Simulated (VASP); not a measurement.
# AlO2 (Cmcm) in VASP: a series of runs

The runs below take AlO2 through single point, relaxation of cell and atoms, with PBEsol.

Program: VASP 6.6.1. These are calculated values, not measurements. Logs are shortened: lines on timing, memory, paths and dates and some standing lists are left out, and cuts for length are marked.

**1. The cell of the first run**

The structure is orthorhombic, space group Cmcm (No. 63). Conventional cell: a = 2.913 Å, b = 9.850 Å, c = 3.592 Å, α = 90.00°, β = 90.00°, γ = 90.00°. Al (site symmetry m2m) has 6 O at 1.85 to 1.96 Å within 2.4 Å. O (site symmetry m2m) has 2 O at 1.88 Å and 2 Al at 1.96 Å within 2.5 Å. O (site symmetry m2m) has 4 Al at 1.85 to 1.96 Å and 4 O at 2.48 Å within 2.5 Å.

**2. Single point, PBEsol**

INCAR reads:

```
PREC     = Accurate       # precision mode
ENCUT    = 520            # plane-wave cutoff, eV
EDIFF    = 1E-7           # SCF threshold, eV
ISMEAR   = -1             # smearing method
SIGMA    = 0.05           # smearing width, eV
LREAL    = False          # projectors in reciprocal space
LASPH    = True           # aspherical terms in the spheres
NELM     = 100            # most SCF steps
ALGO     = Normal         # electronic algorithm
ISIF     = 2              # what is computed and relaxed
LWAVE    = False          # write WAVECAR
LCHARG   = False          # write CHGCAR
GGA      = PS             # functional
NBANDS   = 24             # bands
```

KPOINTS reads:

```
regular mesh
0
Gamma
  9 9 7
```

POSCAR reads:

```
AlO2
1.0
    1.4565691382     -4.9247556098      0.0000000000
    1.4565691382      4.9247556098      0.0000000000
    0.0000000000      0.0000000000      3.5918759928
Al O
2 4
Direct
    0.6617127839      0.3382872161      0.7500000000
    0.3382872161      0.6617127839      0.2500000000
    0.0283275020      0.9716724980      0.7500000000
    0.9716724980      0.0283275020      0.2500000000
    0.2950892403      0.7049107597      0.7500000000
    0.7049107597      0.2950892403      0.2500000000
```

Potentials or basis: VASP PAW PBE potentials, release 64 (Al, O).

Run with:

```bash
$ cat potpaw_PBE.64/Al/POTCAR potpaw_PBE.64/O/POTCAR > POTCAR
$ mpirun -np 1 vasp_std > vasp.out
```

OUTCAR:

```text
PREC = Accurate
   ENCUT = 520
   EDIFF = 1E-7
   ISMEAR = -1
   LREAL = False
   LASPH = True
   NELM = 100
   ISIF = 2
   GGA = PS

 ion  position               nearest neighbor table
   1  0.662  0.338  0.750-   6 1.85   6 1.85   5 1.96   5 1.96   3 1.96   3 1.96   2 2.89   2 2.89
                             2 2.89   2 2.89
   2  0.338  0.662  0.250-   5 1.85   5 1.85   6 1.96   6 1.96   4 1.96   4 1.96   1 2.89   1 2.89
                             1 2.89   1 2.89
   3  0.028  0.972  0.750-   4 1.88   4 1.88   1 1.96   1 1.96
   4  0.972  0.028  0.250-   3 1.88   3 1.88   2 1.96   2 1.96
   5  0.295  0.705  0.750-   2 1.85   2 1.85   1 1.96   1 1.96
   6  0.705  0.295  0.250-   1 1.85   1 1.85   2 1.96   2 1.96

  LATTYP: Found a base centered orthorhombic cell.
 ALAT       =     2.9131382764
 B/A-ratio  =     3.3810654645
 C/A-ratio  =     1.2329919324

  Lattice vectors:

 A1 = (   1.4565691382,  -4.9247556098,   0.0000000000)
 A2 = (   1.4565691382,   4.9247556098,   0.0000000000)
 A3 = (   0.0000000000,   0.0000000000,   3.5918759928)

Analysis of symmetry for initial positions (statically):
=====================================================================
 Subroutine PRICEL returns:
 Original cell was already a primitive cell.

 Routine SETGRP: Setting up the symmetry group for a
 base centered orthorhombic supercell.

 Subroutine GETGRP returns: Found  8 space group operations
 (whereof  4 operations were pure point group operations)
 out of a pool of  8 trial point group operations.

The static configuration has the point symmetry C_2h.
 The point group associated with its full space group is D_2h.

Analysis of symmetry for dynamics (positions and initial velocities):
=====================================================================
 Subroutine PRICEL returns:
 Original cell was already a primitive cell.

 Routine SETGRP: Setting up the symmetry group for a
 base centered orthorhombic supercell.

 Subroutine GETGRP returns: Found  8 space group operations
 (whereof  4 operations were pure point group operations)
 out of a pool of  8 trial point group operations.

The dynamic configuration has the point symmetry C_2h.
 The point group associated with its full space group is D_2h.

 Subroutine INISYM returns: Found  8 space group operations
 (whereof  4 operations are pure point group operations),
 and found     1 'primitive' translations

----------------------------------------------------------------------------------------

                                     Primitive cell

  volume of cell :      51.5308

  direct lattice vectors                    reciprocal lattice vectors
     1.456569138 -4.924755610  0.000000000     0.343272411 -0.101527881  0.000000000
     1.456569138  4.924755610  0.000000000     0.343272411  0.101527881  0.000000000
     0.000000000  0.000000000  3.591875993     0.000000000  0.000000000  0.278406048

  length of vectors
     5.135641291  5.135641291  3.591875993     0.357971869  0.357971869  0.278406048

  position of ions in fractional coordinates (direct lattice)
     0.661712784  0.338287216  0.750000000
     0.338287216  0.661712784  0.250000000
     0.028327502  0.971672498  0.750000000
     0.971672498  0.028327502  0.250000000
     0.295089240  0.704910760  0.750000000
     0.704910760  0.295089240  0.250000000

  ion indices of the primitive-cell ions
   primitive index   ion index
                 1           1
                 2           2
                 3           3
                 4           4
                 5           5
                 6           6

----------------------------------------------------------------------------------------

 KPOINTS: regular mesh

Automatic generation of k-mesh.
 Grid dimensions read from file:
 generate k-points for:    9    9    7

 Generating k-lattice:

  Cartesian coordinates                     Fractional coordinates (reciprocal lattice)
     0.038141379 -0.011280876  0.000000000     0.111111111 -0.000000000  0.000000000
     0.038141379  0.011280876  0.000000000    -0.000000000  0.111111111  0.000000000
     0.000000000  0.000000000  0.039772293     0.000000000  0.000000000  0.142857143

  Length of vectors
     0.039774652  0.039774652  0.039772293

  Shift w.r.t. Gamma in fractional coordinates (k-lattice)
     0.000000000  0.000000000  0.000000000

 Subroutine IBZKPT returns following result:
 ===========================================

 Found    100 irreducible k-points:

 Following reciprocal coordinates:
            Coordinates               Weight
  0.000000  0.000000  0.000000      1.000000
  0.111111  0.000000  0.000000      4.000000
  0.222222  0.000000  0.000000      4.000000
  0.333333  0.000000  0.000000      4.000000
  0.444444  0.000000  0.000000      4.000000
  0.111111  0.111111  0.000000      2.000000
[... 16 lines left out ...]
 -0.333333  0.333333  0.000000      2.000000
  0.444444  0.444444  0.000000      2.000000
 [... further k-points ...]
   k-points           NKPTS =    100   k-points in BZ     NKDIM =    100   number of bands    NBANDS=     24
   number of dos      NEDOS =    301   number of ions     NIONS =      6
   total plane-waves  NPLWV =  44800
   dimension x,y,z NGX =    40 NGY =   40 NGZ =   28
   dimension x,y,z NGXF=    80 NGYF=   80 NGZF=   56
   ions per type =               2   4
   NGX,Y,Z   is equivalent  to a cutoff of  12.95, 12.95, 12.96 a.u.
   NGXF,Y,Z  is equivalent  to a cutoff of  25.90, 25.90, 25.92 a.u.
 SYSTEM =  unknown system
   PREC   = accura    normal or accurate (medium, high low for compatibility)
   ISTART =      0    job   : 0-new  1-cont  2-samecut
   ICHARG =      2    charge: 1-file 2-atom 10-const
   ISPIN  =      1    spin polarized calculation?
   LNONCOLLINEAR =      F non collinear calculations
   LSORBIT =      F    spin-orbit coupling
   LASPH  =      T    aspherical Exc in radial PAW
   ENCUT  =  520.0 eV  38.22 Ry    6.18 a.u.   9.55  9.55  6.68*2*pi/ulx,y,z
   NELM   =    100;   NELMIN=  2; NELMDL= -5     # of ELM steps
   EDIFF  = 0.1E-06   stopping-criterion for ELM
   LREAL  =      F    real-space projection
   EDIFFG = 0.1E-05   stopping-criterion for IOM
   NSW    =      0    number of steps for IOM
   IBRION =     -1    ionic relax: 0-MD 1-quasi-New 2-CG
   NFREE  =      0    steps in history (QN), initial steepest desc. (CG)
   ISIF   =      2    stress and relaxation
   ISYM   =      2    0-nonsym 1-usesym 2-fastsym
   POTIM  = 0.5000    time-step for ionic-motion
   TEBEG  =    0.0;   TEEND  =   0.0 temperature during run
   PSTRESS=    0.0 pullay stress
   NELECT =      30.0000    total number of electrons
   NUPDOWN=      -1.0000    fix difference up-down
   EMIN   =  10.00;   EMAX   =-10.00  energy-range for DOS
   EFERMI =   0.00;   METHOD = LEGACY
   ISMEAR =    -1;   SIGMA  =   0.05  broadening in eV -4-tet -1-fermi 0-gaus
   EFERMI_NEDOS =   21; number of points for ismear=-14 and -15
   IALGO  =     38    algorithm
   IMIX   =      4    mixing-type and parameters
     AMIX     =   0.40;   BMIX     =  1.00
     AMIX_MAG =   1.60;   BMIX_MAG =  1.00
  volume/ion in A,a.u.               =       8.59        57.96
  Fermi-wavevector in a.u.,A,eV,Ry     =   1.366972  2.583202 25.424007  1.868612
  Thomas-Fermi vector in A             =   2.493065
   LORBIT       =      0    0 simple, 1 ext, 2 COOP (PROOUT), +10 PAW based schemes
   GGA     = PS    functional components
   LHFCALC =     F    Hartree Fock is set to
   AEXX    =    0.0000 exact exchange contribution
   IVDW    =     0    specifies the selected vdW correction
   LEPSILON=     F    determine dielectric tensor
   LRPA    =     F    only Hartree local field effects (RPA)
 non-spin polarized calculation
  energy-cutoff  :      520.00
  volume of cell :       51.53
 maximum number of plane-waves:      1415
 NGX is ok and might be reduce to    40
   NGX = 19   NGY = 19   NGZ = 13

 number of electron      30.0000011 magnetization

 Free energy of the ion-electron system (eV)
  ---------------------------------------------------
  ext. energy  EPLUGINS =         0.00000000
  ---------------------------------------------------
  free energy    TOTEN  =       -42.54408636 eV

  energy without entropy =      -42.54407923  energy(sigma->0) =      -42.54408279

 E-fermi :   6.2077     XC(G=0): -11.8531

 val. band max:        5.7033798095   @ k =   0.2222   0.1111   0.4286
 cond. band min:       6.6805581882   @ k =   0.0000   0.0000   0.4286
 fundamental gap:      0.9771783787
 Fermi energy:         6.2077398272

 k-point     1 :       0.0000    0.0000    0.0000
  band No.  band energies     occupation
      1     -14.4924      2.00000
      2     -12.7222      2.00000
      3     -10.5734      2.00000
      4      -9.8578      2.00000
      5      -1.1389      2.00000
      6      -0.1275      2.00000
[... 16 lines left out ...]
     23      19.5960      0.00000
     24      21.4057      0.00000

 k-point     2 :       0.1111    0.0000    0.0000
  band No.  band energies     occupation
      1     -14.3850      2.00000
      2     -12.6852      2.00000
      3     -10.6101      2.00000
      4      -9.8079      2.00000
      5      -1.0254      2.00000
      6      -0.0901      2.00000
[... 16 lines left out ...]
     23      19.3271      0.00000
     24      19.9985      0.00000

 k-point     3 :       0.2222    0.0000    0.0000
  band No.  band energies     occupation
      1     -14.0923      2.00000
      2     -12.5690      2.00000
      3     -10.7480      2.00000
      4      -9.6796      2.00000
      5      -0.7162      2.00000
      6      -0.0419      2.00000
[... 16 lines left out ...]
     23      18.6228      0.00000
     24      18.9530      0.00000
[... 514 lines left out ...]
 k-point    23 :      -0.3333    0.3333    0.0000
  band No.  band energies     occupation
      1     -14.1710      2.00000
      2     -13.2601      2.00000
      3     -10.5274      2.00000
      4      -9.7199      2.00000
      5      -0.8180      2.00000
      6      -0.0267      2.00000
[... 16 lines left out ...]
     23      19.8714      0.00000
     24      20.4225      0.00000

 k-point    24 :       0.4444    0.4444    0.0000
  band No.  band energies     occupation
      1     -13.8712      2.00000
      2     -13.4518      2.00000
      3     -10.5636      2.00000
      4      -9.6472      2.00000
      5      -0.4571      2.00000
      6      -0.2625      2.00000
[... 16 lines left out ...]
     23      20.0255      0.00000
     24      20.1124      0.00000

 [... further k-points ...]

------------------------ aborting loop because EDIFF is reached ----------------------------------------

  FORCE on cell =-STRESS in cart. coord.  units (eV):
  Direction    XX          YY          ZZ          XY          YZ          ZX
  --------------------------------------------------------------------------------------
  -------------------------------------------------------------------------------------
  Total        0.0385827     -0.0295953      0.0396767      0.0000000     -0.0000000      0.0000000
  in kB        1.1995983     -0.9201655      1.2336143      0.0000000     -0.0000000      0.0000000
  external PRESSURE =       0.5043490 kB  Pullay stress =       0.0000000 kB

 VOLUME and BASIS-vectors are now :
 -----------------------------------------------------------------------------
  energy-cutoff  :      520.00
  volume of cell :       51.53
      direct lattice vectors                 reciprocal lattice vectors
     1.456569138 -4.924755610  0.000000000     0.343272411 -0.101527881  0.000000000
     1.456569138  4.924755610  0.000000000     0.343272411  0.101527881  0.000000000
     0.000000000  0.000000000  3.591875993     0.000000000  0.000000000  0.278406048

 POSITION                                       TOTAL-FORCE (eV/Angst)
 -----------------------------------------------------------------------------------
      1.45657     -1.59279      2.69391         0.000000      0.018353      0.000000
      1.45657      1.59279      0.89797         0.000000     -0.018353     -0.000000
      1.45657      4.64574      2.69391         0.000000      0.005992     -0.000000
      1.45657     -4.64574      0.89797         0.000000     -0.005992      0.000000
      1.45657      2.01827      2.69391         0.000000     -0.002969     -0.000000
      1.45657     -2.01827      0.89797         0.000000      0.002969      0.000000
 -----------------------------------------------------------------------------------
    total drift:                                0.000000     -0.000000     -0.000000

  FREE ENERGIE OF THE ION-ELECTRON SYSTEM (eV)
  ---------------------------------------------------
  free  energy   TOTEN  =       -42.5440863563 eV

  energy  without entropy=      -42.5440792327  energy(sigma->0) =      -42.54408279
```

Wall time 1.7 min (1 thread of AMD EPYC 9R45 (Zen 5), shared host); peak memory 0.22 GiB.

Results:

```
Free energy            : -42.5441 eV
Pressure               : 0.1 GPa
Largest force          : 0.018 eV/Å
Band gap on the k mesh : 0.98 eV (least direct gap 1.05 eV)
```

Forces in eV/Å, atoms in the order of the input:
```
Al   0.000  0.018  0.000
Al   0.000 -0.018  0.000
O    0.000  0.006  0.000
O    0.000 -0.006  0.000
O    0.000 -0.003  0.000
O    0.000  0.003  0.000
```

Levels at points of the mesh, in eV from the valence-band top:
| k point | band 11 | band 12 | band 13 | band 14 | band 15 | band 16 | band 17 | band 18 | band 19 | band 20 |
| --- | --- | --- | --- | --- | --- | --- | --- | --- | --- | --- |
| (0.00, 0.00, 0.00) | -1.79 | -1.29 | -0.69 | -0.66 | -0.23 | 2.56 | 5.63 | 8.87 | 9.72 | 11.38 |

Caveat: the PAW data sets were made with another functional, which shifts forces and pressure a little.

**3. Single point, PBEsol**

INCAR reads:

```
ALGO     = Normal         # electronic algorithm
EDIFF    = 1E-6           # SCF threshold, eV
ENCUT    = 520            # plane-wave cutoff, eV
GGA      = PS             # functional
ISIF     = 2              # what is computed and relaxed
ISMEAR   = -1             # smearing method
LASPH    = True           # aspherical terms in the spheres
LCHARG   = True           # write CHGCAR
LELF     = True           # ELF
LREAL    = False          # projectors in reciprocal space
LVHAR    = True         
LWAVE    = False          # write WAVECAR
NBANDS   = 24             # bands
NELM     = 60             # most SCF steps
PREC     = Accurate       # precision mode
SIGMA    = 0.05           # smearing width, eV
```

KPOINTS reads:

```
k-points
0
Gamma
  9 9 7
```

POSCAR reads:

```
AlO2
1.0
    1.4568975676     -4.9230869315      0.0000000000
    1.4568975676      4.9230869315      0.0000000000
    0.0000000000      0.0000000000      3.5936194159
Al O
2 4
Direct
    0.6616498892      0.3383501108      0.7500000000
    0.3383501108      0.6616498892      0.2500000000
    0.0281789063      0.9718210937      0.7500000000
    0.9718210937      0.0281789063      0.2500000000
    0.2950252091      0.7049747909      0.7500000000
    0.7049747909      0.2950252091      0.2500000000
```

Potentials or basis: VASP PAW PBE potentials, release 64 (Al, O).

Run with:

```bash
$ cat potpaw_PBE.64/Al/POTCAR potpaw_PBE.64/O/POTCAR > POTCAR
$ mpirun -np 1 vasp_std > vasp.out
```

Wall time 92 s (1 thread of AMD EPYC 9R45 (Zen 5), shared host); peak memory 0.22 GiB.

It converged, with:

```yaml
Free_energy: -42.5441 eV
Pressure: -0.1 GPa
Largest_force: 0.016 eV/Å
Band_gap_on_the_k_mesh: 0.98 eV (least direct gap 1.05 eV)
```

Forces on the atoms (eV/Å):
```
Al   0.000  0.003  0.000
Al   0.000 -0.003  0.000
O    0.000 -0.016  0.000
O    0.000  0.016  0.000
O    0.000 -0.007  0.000
O    0.000  0.007  0.000
```

Stress tensor (GPa, compression positive):
```
 0.00  0.00  0.00
 0.00 -0.09  0.00
 0.00  0.00 -0.23
```

Levels at points of the mesh, in eV from the valence-band top:
| k point | band 13 | band 14 | band 15 | band 16 | band 17 | band 18 |
| --- | --- | --- | --- | --- | --- | --- |
| (0.00, 0.00, 0.00) | -0.69 | -0.65 | -0.21 | 2.58 | 5.63 | 8.87 |

Caveat: the PAW data sets were made with another functional, which shifts forces and pressure a little.

[end of part 1 of 2]
